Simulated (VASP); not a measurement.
# GaSb: single point with LDA

The system is GaSb.

```
Ga Sb
1.0
     0.00000    2.66857    2.66857
     2.66857    0.00000    2.66857
     2.66857    2.66857    0.00000
Ga Sb
1 1
Direct
  0.00000 0.00000 0.00000
  0.75000 0.75000 0.75000
```

| Quantity | Value |
| --- | --- |
| Program | VASP 6.6.1 |
| Task | single point |
| Functional | LDA |
| Potentials or basis | VASP PAW LDA potentials, release 64 (Ga_d, Sb) |
| Cutoff | 520 eV |
| k mesh | 14 × 14 × 14 |
| Occupations | fermi-dirac, width 0.15 eV |
| Spin | no spin polarisation |
| Dipole correction | no |
| Further INCAR settings | ALGO = Normal; EDIFF = 1e-07; NBANDS = 16 |

```json
{"Pressure": "50.8 GPa", "Band gap on the k mesh": "zero (band 9 reaches 10.06 eV, above the bottom of band 10 at 9.96 eV)"}
```

Levels at points of the mesh, in eV from the Fermi level:
```csv
k point,band 5,band 6,band 7,band 8,band 9,band 10,band 11,band 12,band 13,band 14
"(0.00, 0.00, 0.00)",-16.40,-15.11,0.14,0.14,0.14,2.55,2.55,2.55,3.26,5.96
"(0.50, 0.00, 0.00)",-16.41,-12.14,-9.10,-1.90,-1.90,1.49,3.58,3.58,5.69,11.16
"(0.50, 0.50, 0.00)",-16.40,-10.64,-9.17,-4.32,-4.32,0.13,0.26,11.36,11.36,12.50
```

Run time: 24 s on 1 thread of Intel(R) Xeon(R) 6975P-C (Granite Rapids), on a shared host, peak memory 0.19 GiB.

Caveat: spin-orbit coupling is left out, which moves the levels of the heavy elements.
